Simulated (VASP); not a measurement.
# Ni (Fm-3m) in VASP: notebook

The runs below take Ni through single point, with LDA.

All numbers are computed with VASP 6.6.1; they aren't measurements. Logs are shortened: lines on timing, memory, paths and dates and some standing lists are left out, and cuts for length are marked.

## 1. The cell of the first run

The structure is cubic, space group Fm-3m (No. 225). The conventional cell has a = 3.425 Å, b = 3.425 Å, c = 3.425 Å, α = 90.00°, β = 90.00°, γ = 90.00°. Within 3.2 Å of Ni (site symmetry m-3m) lie 12 Ni at 2.42 Å.

## 2. Single point, LDA, collinear spin, ferromagnetic start

INCAR

```
PREC = Accurate ; ENCUT = 520
EDIFF = 1E-7 ; ISMEAR = -1
SIGMA = 0.05 ; LREAL = F
LASPH = T ; NELM = 150
ALGO = Normal ; ISIF = 2
LWAVE = F ; LCHARG = F
ISPIN = 2 ; MAGMOM = 0.607
LORBIT = 11 ; LMAXMIX = 4
NBANDS = 15
```

KPOINTS

```
Automatic mesh
0
Gamma
  16 16 16
```

POSCAR

```
Ni
1.0
    0.0000000000      1.7124646296      1.7124646296
    1.7124646296      0.0000000000      1.7124646296
    1.7124646296      1.7124646296      0.0000000000
Ni
1
Direct
    0.0000000000      0.0000000000      0.0000000000
```

Potentials or basis: VASP PAW LDA potentials, release 64 (Ni).

Command:

```
> cat potpaw_LDA.64/Ni/POTCAR > POTCAR
> mpirun -np 1 vasp_std > vasp.out
```

OUTCAR:

```text
PREC = Accurate
   ENCUT = 520
   EDIFF = 1E-7
   ISMEAR = -1
   LREAL = F
   LASPH = T
   NELM = 150
   ISIF = 2
   ISPIN = 2
   LORBIT = 11

 ion  position               nearest neighbor table
   1  0.000  0.000  0.000-

  LATTYP: Found a face centered cubic cell.
 ALAT       =     3.4249292592

  Lattice vectors:

 A1 = (   0.0000000000,   1.7124646296,   1.7124646296)
 A2 = (   1.7124646296,   0.0000000000,   1.7124646296)
 A3 = (   1.7124646296,   1.7124646296,   0.0000000000)

Analysis of symmetry for initial positions (statically):
=====================================================================
 Subroutine PRICEL returns:
 Original cell was already a primitive cell.

 Routine SETGRP: Setting up the symmetry group for a
 face centered cubic supercell.

 Subroutine GETGRP returns: Found 48 space group operations
 (whereof 48 operations were pure point group operations)
 out of a pool of 48 trial point group operations.

The static configuration has the point symmetry O_h .

Analysis of symmetry for dynamics (positions and initial velocities):
=====================================================================
 Subroutine PRICEL returns:
 Original cell was already a primitive cell.

 Routine SETGRP: Setting up the symmetry group for a
 face centered cubic supercell.

 Subroutine GETGRP returns: Found 48 space group operations
 (whereof 48 operations were pure point group operations)
 out of a pool of 48 trial point group operations.

The dynamic configuration has the point symmetry O_h .

Analysis of structural, dynamic, and magnetic symmetry:
=====================================================================
 Subroutine PRICEL returns:
 Original cell was already a primitive cell.

 Routine SETGRP: Setting up the symmetry group for a
 face centered cubic supercell.

 Subroutine GETGRP returns: Found 48 space group operations
 (whereof 48 operations were pure point group operations)
 out of a pool of 48 trial point group operations.

The overall configuration has the point symmetry O_h .

 Subroutine INISYM returns: Found 48 space group operations
 (whereof 48 operations are pure point group operations),
 and found     1 'primitive' translations

----------------------------------------------------------------------------------------

                                     Primitive cell

  volume of cell :      10.0437

  direct lattice vectors                    reciprocal lattice vectors
     0.000000000  1.712464630  1.712464630    -0.291976833  0.291976833  0.291976833
     1.712464630  0.000000000  1.712464630     0.291976833 -0.291976833  0.291976833
     1.712464630  1.712464630  0.000000000     0.291976833  0.291976833 -0.291976833

  length of vectors
     2.421790704  2.421790704  2.421790704     0.505718710  0.505718710  0.505718710

  position of ions in fractional coordinates (direct lattice)
     0.000000000  0.000000000  0.000000000

  ion indices of the primitive-cell ions
   primitive index   ion index
                 1           1

----------------------------------------------------------------------------------------

 KPOINTS: Automatic mesh

Automatic generation of k-mesh.
 Grid dimensions read from file:
 generate k-points for:   16   16   16

 Generating k-lattice:

  Cartesian coordinates                     Fractional coordinates (reciprocal lattice)
    -0.018248552  0.018248552  0.018248552     0.062500000  0.000000000  0.000000000
     0.018248552 -0.018248552  0.018248552     0.000000000  0.062500000  0.000000000
     0.018248552  0.018248552 -0.018248552     0.000000000  0.000000000  0.062500000

  Length of vectors
     0.031607419  0.031607419  0.031607419

  Shift w.r.t. Gamma in fractional coordinates (k-lattice)
     0.000000000  0.000000000  0.000000000

 Subroutine IBZKPT returns following result:
 ===========================================

 Found    145 irreducible k-points:

 Following reciprocal coordinates:
            Coordinates               Weight
  0.000000  0.000000  0.000000      1.000000
  0.062500  0.000000  0.000000      8.000000
  0.125000  0.000000  0.000000      8.000000
  0.187500  0.000000  0.000000      8.000000
  0.250000  0.000000  0.000000      8.000000
  0.312500  0.000000  0.000000      8.000000
[... 16 lines left out ...]
 -0.125000  0.062500  0.000000     24.000000
 -0.062500  0.062500  0.000000     12.000000
 [... further k-points ...]
   k-points           NKPTS =    145   k-points in BZ     NKDIM =    145   number of bands    NBANDS=     15
   number of dos      NEDOS =    301   number of ions     NIONS =      1
   total plane-waves  NPLWV =   5832
   dimension x,y,z NGX =    18 NGY =   18 NGZ =   18
   dimension x,y,z NGXF=    36 NGYF=   36 NGZF=   36
   ions per type =               1
   NGX,Y,Z   is equivalent  to a cutoff of  12.36, 12.36, 12.36 a.u.
   NGXF,Y,Z  is equivalent  to a cutoff of  24.71, 24.71, 24.71 a.u.
 SYSTEM =  unknown system
   PREC   = accura    normal or accurate (medium, high low for compatibility)
   ISTART =      0    job   : 0-new  1-cont  2-samecut
   ICHARG =      2    charge: 1-file 2-atom 10-const
   ISPIN  =      2    spin polarized calculation?
   LNONCOLLINEAR =      F non collinear calculations
   LSORBIT =      F    spin-orbit coupling
   LASPH  =      T    aspherical Exc in radial PAW
   ENCUT  =  520.0 eV  38.22 Ry    6.18 a.u.   4.50  4.50  4.50*2*pi/ulx,y,z
   NELM   =    150;   NELMIN=  2; NELMDL= -5     # of ELM steps
   EDIFF  = 0.1E-06   stopping-criterion for ELM
   LREAL  =      F    real-space projection
   EDIFFG = 0.1E-05   stopping-criterion for IOM
   NSW    =      0    number of steps for IOM
   IBRION =     -1    ionic relax: 0-MD 1-quasi-New 2-CG
   NFREE  =      0    steps in history (QN), initial steepest desc. (CG)
   ISIF   =      2    stress and relaxation
   ISYM   =      2    0-nonsym 1-usesym 2-fastsym
   POTIM  = 0.5000    time-step for ionic-motion
   TEBEG  =    0.0;   TEEND  =   0.0 temperature during run
   PSTRESS=    0.0 pullay stress
   NELECT =      10.0000    total number of electrons
   NUPDOWN=      -1.0000    fix difference up-down
   EMIN   =  10.00;   EMAX   =-10.00  energy-range for DOS
   EFERMI =   0.00;   METHOD = LEGACY
   ISMEAR =    -1;   SIGMA  =   0.05  broadening in eV -4-tet -1-fermi 0-gaus
   EFERMI_NEDOS =   21; number of points for ismear=-14 and -15
   IALGO  =     38    algorithm
   IMIX   =      4    mixing-type and parameters
     AMIX     =   0.40;   BMIX     =  1.00
     AMIX_MAG =   1.60;   BMIX_MAG =  1.00
  volume/ion in A,a.u.               =      10.04        67.78
  Fermi-wavevector in a.u.,A,eV,Ry     =   1.634719  3.089172 36.358952  2.672308
  Thomas-Fermi vector in A             =   2.726312
   LORBIT       =     11    0 simple, 1 ext, 2 COOP (PROOUT), +10 PAW based schemes
   GGA     = CA    functional components
   LHFCALC =     F    Hartree Fock is set to
   AEXX    =    0.0000 exact exchange contribution
   IVDW    =     0    specifies the selected vdW correction
   LEPSILON=     F    determine dielectric tensor
   LRPA    =     F    only Hartree local field effects (RPA)
 spin polarized calculation
  energy-cutoff  :      520.00
  volume of cell :       10.04
 maximum number of plane-waves:       290
 NGX is ok and might be reduce to    18
   NGX =  9   NGY =  9   NGZ =  9

 number of electron      10.0000000 magnetization       0.6070000

 number of electron       9.9999990 magnetization       0.5702107

 Free energy of the ion-electron system (eV)
  ---------------------------------------------------
  ext. energy  EPLUGINS =         0.00000000
  ---------------------------------------------------
  free energy    TOTEN  =        -6.58812655 eV

  energy without entropy =       -6.57524098  energy(sigma->0) =       -6.58168376

 E-fermi :  10.2130     XC(G=0): -14.0928

 val. band max:       10.2126180611   @ k =  -0.3750   0.1875   0.0625
 cond. band min:      10.2219617724   @ k =   0.5000   0.4375   0.0000
 fundamental gap:      0.0093437114
 Fermi energy:        10.2129637819

 spin component 1

 k-point     1 :       0.0000    0.0000    0.0000
  band No.  band energies     occupation
      1       0.6636      1.00000
      2       7.6675      1.00000
      3       7.6675      1.00000
      4       7.6675      1.00000
      5       8.9603      1.00000
      6       8.9603      1.00000
      7      34.6629      0.00000
      8      39.0598      0.00000
      9      39.0598      0.00000
     10      39.0598      0.00000
     11      42.3233      0.00000
     12      42.3233      0.00000
     13      42.3233      0.00000
     14      45.2860      0.00000
     15      52.2248      0.00000

 k-point     2 :       0.0625    0.0000    0.0000
  band No.  band energies     occupation
      1       0.8259      1.00000
      2       7.6217      1.00000
      3       7.7062      1.00000
      4       7.7062      1.00000
      5       8.9434      1.00000
      6       8.9434      1.00000
      7      34.2315      0.00000
      8      37.1933      0.00000
      9      38.7328      0.00000
     10      38.7328      0.00000
     11      42.8168      0.00000
     12      42.8168      0.00000
     13      43.2946      0.00000
     14      46.6609      0.00000
     15      50.7181      0.00000
[... 365 lines left out ...]
      3       7.8771      1.00000
      4       7.8795      1.00000
      5       8.7794      1.00000
      6       9.0205      1.00000
      7      31.0483      0.00000
      8      33.8818      0.00000
      9      37.6301      0.00000
     10      39.8219      0.00000
     11      41.7159      0.00000
     12      42.9853      0.00000
     13      46.1547      0.00000
     14      46.9369      0.00000
     15      49.8590      0.00000

 k-point    24 :      -0.0625    0.0625    0.0000
  band No.  band energies     occupation
      1       1.0931      1.00000
      2       7.5385      1.00000
      3       7.7620      1.00000
      4       7.7824      1.00000
      5       8.8633      1.00000
      6       8.9772      1.00000
      7      33.4756      0.00000
      8      35.4062      0.00000
      9      37.7038      0.00000
     10      39.6679      0.00000
     11      42.4394      0.00000
     12      42.4843      0.00000
     13      45.4691      0.00000
     14      48.1661      0.00000
     15      48.3754      0.00000

 [... further k-points ...]

 spin component 2

 k-point     1 :       0.0000    0.0000    0.0000
  band No.  band energies     occupation
      1       0.7090      1.00000
      2       8.2508      1.00000
      3       8.2508      1.00000
      4       8.2508      1.00000
      5       9.4966      1.00000
      6       9.4966      1.00000
      7      34.6546      0.00000
      8      39.1061      0.00000
      9      39.1061      0.00000
     10      39.1061      0.00000
     11      42.4885      0.00000
     12      42.4885      0.00000
     13      42.4886      0.00000
     14      45.2698      0.00000
     15      52.4089      0.00000

 k-point     2 :       0.0625    0.0000    0.0000
  band No.  band energies     occupation
      1       0.8716      1.00000
      2       8.2012      1.00000
      3       8.2907      1.00000
      4       8.2907      1.00000
      5       9.4788      1.00000
      6       9.4788      1.00000
      7      34.2557      0.00000
      8      37.2490      0.00000
      9      38.8014      0.00000
     10      38.8014      0.00000
     11      42.9565      0.00000
     12      42.9565      0.00000
     13      43.3848      0.00000
     14      46.6819      0.00000
     15      50.8916      0.00000
[... 365 lines left out ...]
      3       8.4597      1.00000
      4       8.4664      1.00000
      5       9.3082      1.00000
      6       9.5632      1.00000
      7      31.1749      0.00000
      8      33.9626      0.00000
      9      37.6750      0.00000
     10      39.8991      0.00000
     11      41.7716      0.00000
     12      43.1084      0.00000
     13      46.3360      0.00000
     14      46.9860      0.00000
     15      50.0870      0.00000

 k-point    24 :      -0.0625    0.0625    0.0000
  band No.  band energies     occupation
      1       1.1393      1.00000
      2       8.1121      1.00000
      3       8.3488      1.00000
      4       8.3668      1.00000
      5       9.3948      1.00000
      6       9.5143      1.00000
      7      33.5421      0.00000
      8      35.4872      0.00000
      9      37.7585      0.00000
     10      39.7172      0.00000
     11      42.5170      0.00000
     12      42.6449      0.00000
     13      45.5472      0.00000
     14      48.3373      0.00000
     15      48.4263      0.00000

 [... further k-points ...]
[... 5 lines left out ...]
  --------------------------------------------------------------------------------------
  -------------------------------------------------------------------------------------
  Total       -0.0350172     -0.0350172     -0.0350172      0.0000000      0.0000000      0.0000000
  in kB       -5.5859518     -5.5859518     -5.5859518      0.0000000      0.0000000      0.0000000
  external PRESSURE =      -5.5859518 kB  Pullay stress =       0.0000000 kB

 VOLUME and BASIS-vectors are now :
 -----------------------------------------------------------------------------
  energy-cutoff  :      520.00
  volume of cell :       10.04
      direct lattice vectors                 reciprocal lattice vectors
     0.000000000  1.712464630  1.712464630    -0.291976833  0.291976833  0.291976833
     1.712464630  0.000000000  1.712464630     0.291976833 -0.291976833  0.291976833
     1.712464630  1.712464630  0.000000000     0.291976833  0.291976833 -0.291976833

 POSITION                                       TOTAL-FORCE (eV/Angst)
 -----------------------------------------------------------------------------------
      0.00000      0.00000      0.00000         0.000000      0.000000      0.000000
 -----------------------------------------------------------------------------------
    total drift:                                0.000000     -0.000000      0.000000

  FREE ENERGIE OF THE ION-ELECTRON SYSTEM (eV)
  ---------------------------------------------------
  free  energy   TOTEN  =        -6.5881265489 eV

  energy  without entropy=       -6.5752409789  energy(sigma->0) =       -6.58168376

 total charge

# of ion       s       p       d       tot
------------------------------------------
    1        0.534   0.571   8.368   9.473

 magnetization (x)

# of ion       s       p       d       tot
------------------------------------------
    1       -0.005  -0.018   0.593   0.570
```

It took 53 s on 1 thread of Intel Xeon Platinum 8488C (Sapphire Rapids), shared host; peak memory 0.14 GiB.

What came out:

* Free energy: -6.5881 eV
* Pressure: -0.6 GPa
* Net moment: 0.57 μB per cell
* Site moments: Ni +0.57 μB
* Valence electrons inside the program's atomic spheres: Ni 9.47

## 3. Single point, LDA, collinear spin, ferromagnetic start

INCAR

```
ALGO = Normal
EDIFF = 1E-6
ENCUT = 520
GGA = CA
ISIF = 2
ISMEAR = -1
ISPIN = 2
LASPH = True
LCHARG = False
LMAXMIX = 4
LORBIT = 11
LREAL = False
LWAVE = False
MAGMOM = 0.607
NBANDS = 15
NELM = 150
PREC = Accurate
SIGMA = 0.05
```

KPOINTS

```
k-points
0
Gamma
  16 16 16
```

POSCAR is that of step 2.

Potentials or basis: VASP PAW LDA potentials, release 64 (Ni).

Command:

```
> cat potpaw_LDA.64/Ni/POTCAR > POTCAR
> mpirun -np 1 vasp_std > vasp.out
```

Wall time 47 s (1 thread of Intel Xeon Platinum 8488C (Sapphire Rapids), shared host); peak memory 0.14 GiB.

It converged, with:

| Property | Result |
| --- | --- |
| Free energy | -6.5881 eV |
| Pressure | -0.5 GPa |
| Net moment | 0.57 μB per cell |
| Site moments | Ni +0.57 μB |
| Valence electrons inside the program's atomic spheres | Ni 9.47 |

Levels at points of the mesh, in eV from the Fermi level:
Spin up:
| k point | band 2 | band 3 | band 4 | band 5 | band 6 | band 7 | band 8 | band 9 |
| --- | --- | --- | --- | --- | --- | --- | --- | --- |
| (0.00, 0.00, 0.00) | -2.54 | -2.54 | -2.54 | -1.25 | -1.25 | 24.45 | 28.85 | 28.85 |
| (0.50, 0.00, 0.00) | -2.56 | -2.56 | -0.47 | -0.47 | -0.40 | 6.33 | 22.93 | 25.98 |
| (0.50, 0.50, 0.00) | -4.56 | -0.44 | -0.29 | -0.29 | 2.51 | 10.03 | 15.53 | 15.53 |
Spin down:
```tsv
k point	band 1	band 2	band 3	band 4	band 5	band 6	band 7	band 8	band 9	band 10
(0.00, 0.00, 0.00)	-9.50	-1.96	-1.96	-1.96	-0.72	-0.72	24.44	28.89	28.89	28.89
(0.50, 0.00, 0.00)	-4.88	-2.03	-2.03	-0.37	0.15	0.15	6.69	22.91	26.10	26.10
(0.50, 0.50, 0.00)	-4.77	-4.08	0.12	0.38	0.38	2.56	10.30	15.61	15.61	21.09
```

## 4. Single point, LDA, collinear spin, ferromagnetic start

INCAR

```
SYSTEM = Ni
ALGO = Normal
EDIFF = 1E-6
ENCUT = 520
ISIF = 2
ISMEAR = -1
ISPIN = 2
LASPH = .True.
LCHARG = .False.
LMAXMIX = 4
LORBIT = 11
LREAL = .False.
LWAVE = .False.
MAGMOM = 0.607
NBANDS = 15
NELM = 150
PREC = Accurate
SIGMA = 0.01
```

KPOINTS

```
k-points
0
Gamma
  16 16 16
  0 0 0
```

POSCAR is that of step 3.

Command:

```
> cat potpaw_LDA.64/Ni/POTCAR > POTCAR
> mpirun -np 1 vasp_std > vasp.out
```

It took 47 s on 1 thread of Intel Xeon Platinum 8488C (Sapphire Rapids), shared host; peak memory 0.14 GiB.

It converged, with:

```
Free energy                                           : -6.5820 eV
Pressure                                              : -0.7 GPa
Net moment                                            : 0.57 μB per cell
Site moments                                          : Ni +0.57 μB
Valence electrons inside the program's atomic spheres : Ni 9.47
```

Levels at points of the mesh, in eV from the Fermi level:
Spin up:
```csv
k point,band 1,band 2,band 3,band 4,band 5,band 6,band 7,band 8,band 9,band 10
"(0.00, 0.00, 0.00)",-9.56,-2.56,-2.56,-2.56,-1.26,-1.26,24.44,28.84,28.84,28.84
"(0.50, 0.00, 0.00)",-5.25,-2.57,-2.57,-0.48,-0.48,-0.41,6.32,22.92,25.98,25.98
"(0.50, 0.50, 0.00)",-5.11,-4.57,-0.45,-0.30,-0.30,2.50,10.02,15.52,15.52,20.85
```
Spin down:
| k point | band 1 | band 2 | band 3 | band 4 | band 5 | band 6 | band 7 | band 8 | band 9 | band 10 |
| --- | --- | --- | --- | --- | --- | --- | --- | --- | --- | --- |
| (0.00, 0.00, 0.00) | -9.51 | -1.97 | -1.97 | -1.97 | -0.73 | -0.73 | 24.43 | 28.88 | 28.88 | 28.88 |
| (0.50, 0.00, 0.00) | -4.89 | -2.05 | -2.05 | -0.38 | 0.14 | 0.14 | 6.68 | 22.90 | 26.09 | 26.09 |
| (0.50, 0.50, 0.00) | -4.78 | -4.09 | 0.11 | 0.36 | 0.36 | 2.55 | 10.29 | 15.60 | 15.60 | 21.08 |

(Continued in part 2 of 2.)
